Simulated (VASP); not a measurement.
# CO2 (Fm-3m) in VASP: a series of runs

Runs on CO2. Level: PBE. Tasks: single point.

All numbers are computed with VASP 6.6.1; they aren't measurements. Logs are shortened: lines on timing, memory, paths and dates and some standing lists are left out, and cuts for length are marked.

### 1 The cell of the first run

It takes space group Fm-3m (No. 225, cubic). The conventional cell has a = 4.556 Å, b = 4.556 Å, c = 4.556 Å, α = 90.00°, β = 90.00°, γ = 90.00°. Within 2.6 Å of C (site symmetry m-3m) lie 8 O at 1.97 Å. Within 2.6 Å of O (site symmetry -43m) lie 4 C at 1.97 Å and 6 O at 2.28 Å.

### 2 Single point, PBE (Sn replaced by C, lengths x 0.861, strained)

INCAR reads:

```
PREC = Accurate
ENCUT = 520
EDIFF = 1E-6
ISMEAR = 0
SIGMA = 0.1
LREAL = F
LASPH = T
NELM = 80
ALGO = Normal
ISIF = 2
LWAVE = F
LCHARG = F
GGA = PE
NBANDS = 15
```

KPOINTS reads:

```
regular mesh
0
Gamma
  6 6 6
```

POSCAR reads:

```
CO2
1.0
    0.0000000000      2.2778525687      2.2778525687
    2.2778525687      0.0000000000      2.2778525687
    2.2778525687      2.2778525687      0.0000000000
C O
1 2
Direct
    0.0000000000      0.0000000000      0.0000000000
    0.2500000000      0.2500000000      0.2500000000
    0.7500000000      0.7500000000      0.7500000000
```

Potentials or basis: VASP PAW PBE potentials, release 64 (C, O).

Started as:

```bash
$ cat potpaw_PBE.64/C/POTCAR potpaw_PBE.64/O/POTCAR > POTCAR
$ mpirun -np 1 vasp_std > vasp.out
```

OUTCAR:

```text
PREC = Accurate
   ENCUT = 520
   EDIFF = 1E-6
   ISMEAR = 0
   LREAL = F
   LASPH = T
   NELM = 80
   ISIF = 2
   GGA = PE

 ion  position               nearest neighbor table
   1  0.000  0.000  0.000-   3 1.97   3 1.97   3 1.97   2 1.97   3 1.97   2 1.97   2 1.97   2 1.97

   2  0.250  0.250  0.250-   1 1.97   1 1.97   1 1.97   1 1.97
   3  0.750  0.750  0.750-   1 1.97   1 1.97   1 1.97   1 1.97

  LATTYP: Found a face centered cubic cell.
 ALAT       =     4.5557051374

  Lattice vectors:

 A1 = (   0.0000000000,   2.2778525687,   2.2778525687)
 A2 = (   2.2778525687,   0.0000000000,   2.2778525687)
 A3 = (   2.2778525687,   2.2778525687,   0.0000000000)

Analysis of symmetry for initial positions (statically):
=====================================================================
 Subroutine PRICEL returns:
 Original cell was already a primitive cell.

 Routine SETGRP: Setting up the symmetry group for a
 face centered cubic supercell.

 Subroutine GETGRP returns: Found 48 space group operations
 (whereof 48 operations were pure point group operations)
 out of a pool of 48 trial point group operations.

The static configuration has the point symmetry O_h .

Analysis of symmetry for dynamics (positions and initial velocities):
=====================================================================
 Subroutine PRICEL returns:
 Original cell was already a primitive cell.

 Routine SETGRP: Setting up the symmetry group for a
 face centered cubic supercell.

 Subroutine GETGRP returns: Found 48 space group operations
 (whereof 48 operations were pure point group operations)
 out of a pool of 48 trial point group operations.

The dynamic configuration has the point symmetry O_h .

 Subroutine INISYM returns: Found 48 space group operations
 (whereof 48 operations are pure point group operations),
 and found     1 'primitive' translations

----------------------------------------------------------------------------------------

                                     Primitive cell

  volume of cell :      23.6378

  direct lattice vectors                    reciprocal lattice vectors
     0.000000000  2.277852569  2.277852569    -0.219504988  0.219504988  0.219504988
     2.277852569  0.000000000  2.277852569     0.219504988 -0.219504988  0.219504988
     2.277852569  2.277852569  0.000000000     0.219504988  0.219504988 -0.219504988

  length of vectors
     3.221369996  3.221369996  3.221369996     0.380193791  0.380193791  0.380193791

  position of ions in fractional coordinates (direct lattice)
     0.000000000  0.000000000  0.000000000
     0.250000000  0.250000000  0.250000000
     0.750000000  0.750000000  0.750000000

  ion indices of the primitive-cell ions
   primitive index   ion index
                 1           1
                 2           2
                 3           3

----------------------------------------------------------------------------------------

 KPOINTS: regular mesh

Automatic generation of k-mesh.
 Grid dimensions read from file:
 generate k-points for:    6    6    6

 Generating k-lattice:

  Cartesian coordinates                     Fractional coordinates (reciprocal lattice)
    -0.036584165  0.036584165  0.036584165     0.166666667  0.000000000  0.000000000
     0.036584165 -0.036584165  0.036584165     0.000000000  0.166666667  0.000000000
     0.036584165  0.036584165 -0.036584165     0.000000000  0.000000000  0.166666667

  Length of vectors
     0.063365632  0.063365632  0.063365632

  Shift w.r.t. Gamma in fractional coordinates (k-lattice)
     0.000000000  0.000000000  0.000000000

 Subroutine IBZKPT returns following result:
 ===========================================

 Found     16 irreducible k-points:

 Following reciprocal coordinates:
            Coordinates               Weight
  0.000000  0.000000  0.000000      1.000000
  0.166667  0.000000  0.000000      8.000000
  0.333333  0.000000  0.000000      8.000000
  0.500000  0.000000  0.000000      4.000000
  0.166667  0.166667  0.000000      6.000000
  0.333333  0.166667  0.000000     24.000000
[... 8 lines left out ...]
 -0.333333  0.333333  0.166667     24.000000
 -0.333333  0.500000  0.166667     12.000000
   k-points           NKPTS =     16   k-points in BZ     NKDIM =     16   number of bands    NBANDS=     15
   number of dos      NEDOS =    301   number of ions     NIONS =      3
   total plane-waves  NPLWV =  13824
   dimension x,y,z NGX =    24 NGY =   24 NGZ =   24
   dimension x,y,z NGXF=    48 NGYF=   48 NGZF=   48
   ions per type =               1   2
   NGX,Y,Z   is equivalent  to a cutoff of  12.39, 12.39, 12.39 a.u.
   NGXF,Y,Z  is equivalent  to a cutoff of  24.77, 24.77, 24.77 a.u.
 SYSTEM =  unknown system
   PREC   = accura    normal or accurate (medium, high low for compatibility)
   ISTART =      0    job   : 0-new  1-cont  2-samecut
   ICHARG =      2    charge: 1-file 2-atom 10-const
   ISPIN  =      1    spin polarized calculation?
   LNONCOLLINEAR =      F non collinear calculations
   LSORBIT =      F    spin-orbit coupling
   LASPH  =      T    aspherical Exc in radial PAW
   ENCUT  =  520.0 eV  38.22 Ry    6.18 a.u.   5.99  5.99  5.99*2*pi/ulx,y,z
   NELM   =     80;   NELMIN=  2; NELMDL= -5     # of ELM steps
   EDIFF  = 0.1E-05   stopping-criterion for ELM
   LREAL  =      F    real-space projection
   EDIFFG = 0.1E-04   stopping-criterion for IOM
   NSW    =      0    number of steps for IOM
   IBRION =     -1    ionic relax: 0-MD 1-quasi-New 2-CG
   NFREE  =      0    steps in history (QN), initial steepest desc. (CG)
   ISIF   =      2    stress and relaxation
   ISYM   =      2    0-nonsym 1-usesym 2-fastsym
   POTIM  = 0.5000    time-step for ionic-motion
   TEBEG  =    0.0;   TEEND  =   0.0 temperature during run
   PSTRESS=    0.0 pullay stress
   NELECT =      16.0000    total number of electrons
   NUPDOWN=      -1.0000    fix difference up-down
   EMIN   =  10.00;   EMAX   =-10.00  energy-range for DOS
   EFERMI =   0.00;   METHOD = LEGACY
   ISMEAR =     0;   SIGMA  =   0.10  broadening in eV -4-tet -1-fermi 0-gaus
   EFERMI_NEDOS =   21; number of points for ismear=-14 and -15
   IALGO  =     38    algorithm
   IMIX   =      4    mixing-type and parameters
     AMIX     =   0.40;   BMIX     =  1.00
     AMIX_MAG =   1.60;   BMIX_MAG =  1.00
  volume/ion in A,a.u.               =       7.88        53.17
  Fermi-wavevector in a.u.,A,eV,Ry     =   1.437405  2.716302 28.111456  2.066134
  Thomas-Fermi vector in A             =   2.556486
   LORBIT       =      0    0 simple, 1 ext, 2 COOP (PROOUT), +10 PAW based schemes
   GGA     = PE    functional components
   LHFCALC =     F    Hartree Fock is set to
   AEXX    =    0.0000 exact exchange contribution
   IVDW    =     0    specifies the selected vdW correction
   LEPSILON=     F    determine dielectric tensor
   LRPA    =     F    only Hartree local field effects (RPA)
 non-spin polarized calculation
 Gauss-broadening in eV      SIGMA  =   0.10
  energy-cutoff  :      520.00
  volume of cell :       23.64
 maximum number of plane-waves:       650
   NGX = 11   NGY = 11   NGZ = 11

 number of electron      16.0000012 magnetization

 Free energy of the ion-electron system (eV)
  ---------------------------------------------------
  ext. energy  EPLUGINS =         0.00000000
  ---------------------------------------------------
  free energy    TOTEN  =       -12.23051188 eV

  energy without entropy =      -12.22389902  energy(sigma->0) =      -12.22720545

 E-fermi :   4.1232     XC(G=0): -11.8356

 val. band max:        4.0456984990   @ k =   0.5000   0.5000   0.0000
 cond. band min:       4.1855006700   @ k =  -0.3333   0.5000   0.1667
 fundamental gap:      0.1398021710
 Fermi energy:         4.1231704206

 k-point     1 :       0.0000    0.0000    0.0000
  band No.  band energies     occupation
      1     -17.4587      2.00000
      2     -11.3207      2.00000
      3      -0.4435      2.00000
      4       0.1527      2.00000
      5       0.1527      2.00000
      6       0.1527      2.00000
      7       1.5997      2.00000
      8       1.5997      2.00000
      9       1.5997      2.00000
     10       6.7562      0.00000
     11       6.7562      0.00000
     12       6.7562      0.00000
     13      18.5698      0.00000
     14      22.6679      0.00000
     15      22.6679      0.00000

 k-point     2 :       0.1667    0.0000    0.0000
  band No.  band energies     occupation
      1     -17.0883      2.00000
      2     -11.7045      2.00000
      3      -2.3611      2.00000
      4      -0.1522      2.00000
      5      -0.1522      2.00000
      6      -0.0091      2.00000
      7       1.6420      2.00000
      8       1.6420      2.00000
      9       3.6806      2.00000
     10       7.0344      0.00000
     11       7.1087      0.00000
     12       7.1087      0.00000
     13      18.8331      0.00000
     14      22.8602      0.00000
     15      22.8602      0.00000

 k-point     3 :       0.3333    0.0000    0.0000
  band No.  band energies     occupation
      1     -16.0306      2.00000
      2     -12.8436      2.00000
      3      -4.2049      2.00000
      4      -0.5526      2.00000
      5      -0.5526      2.00000
      6      -0.0761      2.00000
      7       1.4705      2.00000
      8       1.4705      2.00000
      9       5.1324      0.00000
     10       7.9450      0.00000
     11       7.9450      0.00000
     12       8.3090      0.00000
     13      18.7300      0.00000
     14      23.2488      0.00000
     15      23.2488      0.00000
[... 199 lines left out ...]
 k-point    15 :      -0.3333    0.3333    0.1667
  band No.  band energies     occupation
      1     -14.1476      2.00000
      2     -14.0611      2.00000
      3      -6.9003      2.00000
      4      -3.1434      2.00000
      5      -0.2039      2.00000
      6      -0.1480      2.00000
      7       3.6131      2.00000
      8       3.9554      1.98232
      9       4.6270      0.00000
     10       8.5951      0.00000
     11       8.6107      0.00000
     12       8.7405      0.00000
     13      17.1802      0.00000
     14      24.8131      0.00000
     15      26.3548      0.00000

 k-point    16 :      -0.3333    0.5000    0.1667
  band No.  band energies     occupation
      1     -14.4211      2.00000
      2     -13.4317      2.00000
      3      -7.5202      2.00000
      4      -3.5242      2.00000
      5      -1.5488      2.00000
      6       1.6445      2.00000
      7       3.9926      1.93520
      8       4.1855      0.37806
      9       4.5183      0.00000
     10       7.9950      0.00000
     11       8.8515      0.00000
     12       9.0555      0.00000
     13      16.9996      0.00000
     14      26.0847      0.00000
     15      26.7868      0.00000

------------------------ aborting loop because EDIFF is reached ----------------------------------------

  FORCE on cell =-STRESS in cart. coord.  units (eV):
  Direction    XX          YY          ZZ          XY          YZ          ZX
  --------------------------------------------------------------------------------------
  -------------------------------------------------------------------------------------
  Total       -0.8672750     -0.8672750     -0.8672750      0.0000000      0.0000000      0.0000000
  in kB      -58.7841940    -58.7841940    -58.7841940      0.0000000      0.0000000      0.0000000
  external PRESSURE =     -58.7841940 kB  Pullay stress =       0.0000000 kB

 VOLUME and BASIS-vectors are now :
 -----------------------------------------------------------------------------
  energy-cutoff  :      520.00
  volume of cell :       23.64
      direct lattice vectors                 reciprocal lattice vectors
     0.000000000  2.277852569  2.277852569    -0.219504988  0.219504988  0.219504988
     2.277852569  0.000000000  2.277852569     0.219504988 -0.219504988  0.219504988
     2.277852569  2.277852569  0.000000000     0.219504988  0.219504988 -0.219504988

 POSITION                                       TOTAL-FORCE (eV/Angst)
 -----------------------------------------------------------------------------------
      0.00000      0.00000      0.00000        -0.000000     -0.000000      0.000000
      1.13893      1.13893      1.13893        -0.000000     -0.000000      0.000000
      3.41678      3.41678      3.41678         0.000000      0.000000     -0.000000
 -----------------------------------------------------------------------------------
    total drift:                                0.000000      0.000000      0.000000

  FREE ENERGIE OF THE ION-ELECTRON SYSTEM (eV)
  ---------------------------------------------------
  free  energy   TOTEN  =       -12.2305118820 eV

  energy  without entropy=      -12.2238990163  energy(sigma->0) =      -12.22720545
```

Wall time 4.9 s (1 thread of AMD EPYC 7R13 (Zen 3), shared host); peak memory 0.1 GiB.

What came out:

| Quantity | Value |
| --- | --- |
| Free energy | -12.2305 eV |
| Pressure | -5.9 GPa |
| Band gap on the k mesh | zero (bands 8 and 9 overlap by 2.71 eV) |

Levels at points of the mesh, in eV from the Fermi level:
```tsv
k point	band 6	band 7	band 8	band 9	band 10	band 11
(0.00, 0.00, 0.00)	-3.97	-2.52	-2.52	-2.52	2.63	2.63
(0.50, 0.00, 0.00)	-4.27	-2.80	-2.80	1.43	4.29	4.29
(0.50, 0.50, 0.00)	-1.04	-0.08	-0.08	0.55	2.51	5.25
```

Caveat: the k points lie up to 0.40 Å⁻¹ apart, too coarse for converged energies and pressures of a metal; the cell differs from its parent crystal (Sn replaced by C, lengths x 0.861, strained).

### 3 Single point, PBE (Sn replaced by C, lengths x 0.861, strained)

INCAR reads:

```
SYSTEM = CO2
PREC = Accurate
ENCUT = 520
EDIFF = 1E-7
ISMEAR = 0
SIGMA = 0.1
LREAL = .FALSE.
LASPH = .TRUE.
NELM = 60
ALGO = Normal
ISIF = 2
LWAVE = .FALSE.
LCHARG = .FALSE.
GGA = PE
NBANDS = 15
```

KPOINTS reads:

```
regular mesh
0
G
  16 16 16
  0 0 0
```

POSCAR is that of step 2.

Potentials or basis: VASP PAW PBE potentials, release 64 (C, O).

Started as:

```bash
$ cat potpaw_PBE.64/C/POTCAR potpaw_PBE.64/O/POTCAR > POTCAR
$ mpirun -np 1 vasp_std > vasp.out
```

Wall time 31 s (1 thread of AMD EPYC 7R13 (Zen 3), shared host); peak memory 0.13 GiB.

It converged, with:

```
Free energy            : -12.2258 eV
Pressure               : -6.1 GPa
Band gap on the k mesh : zero (bands 8 and 9 overlap by 2.76 eV)
```

Levels at points of the mesh, in eV from the Fermi level:
```
           k point  band 4  band 5  band 6  band 7  band 8  band 9  band 10  band 11  band 12  band 13
(0.00, 0.00, 0.00)   -3.94   -3.94   -3.94   -2.50   -2.50   -2.50     2.65     2.65     2.65    14.46
(0.50, 0.00, 0.00)   -4.80   -4.80   -4.24   -2.78   -2.78    1.45     4.31     4.31     4.96    14.47
(0.50, 0.50, 0.00)   -7.12   -7.12   -1.02   -0.05   -0.05    0.58     2.52     5.26     5.26    12.80
```

Caveat: the cell differs from its parent crystal (Sn replaced by C, lengths x 0.861, strained); the cell stands under tension.
